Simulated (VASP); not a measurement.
Input of a VASP 6.6.1 run:

File INCAR:

```
SYSTEM = WO
PREC = Accurate
ENCUT = 520
EDIFF = 1E-7
ISMEAR = 0
SIGMA = 0.1
LREAL = .FALSE.
LASPH = .TRUE.
NELM = 150
ALGO = Normal
ISIF = 2
LWAVE = .FALSE.
LCHARG = .FALSE.
ISPIN = 2
MAGMOM = 2.5 0
LORBIT = 11
LMAXMIX = 4
GGA = PS
NBANDS = 21
```

The input KPOINTS:

```
regular mesh
0
G
  16 16 16
  0 0 0
```

POSCAR

```
WO
1.0
    0.0000000000      2.3234686823      2.3234686823
    2.3234686823      0.0000000000      2.3234686823
    2.3234686823      2.3234686823      0.0000000000
W O
1 1
Direct
    0.0000000000      0.0000000000      0.0000000000
    0.2500000000      0.2500000000      0.2500000000
```

Potentials or basis: VASP PAW PBE potentials, release 64 (W_sv, O).

Launch:

```console
$ cat potpaw_PBE.64/W_sv/POTCAR potpaw_PBE.64/O/POTCAR > POTCAR
$ mpirun -np 1 vasp_std > vasp.out
```

**Question.** Estimate the net moment.

**Answer.** 0.00 μB per cell.

**Question.** Predict the pressure.

**Answer.** 2.0 GPa.

**Question.** What does it give for the band gap on the k mesh?

**Answer.** Zero (filled and empty bands overlap).

Caveat: the PAW data sets were made with another functional, which shifts forces and pressure a little; spin-orbit coupling is left out, which moves the levels of the heavy elements.
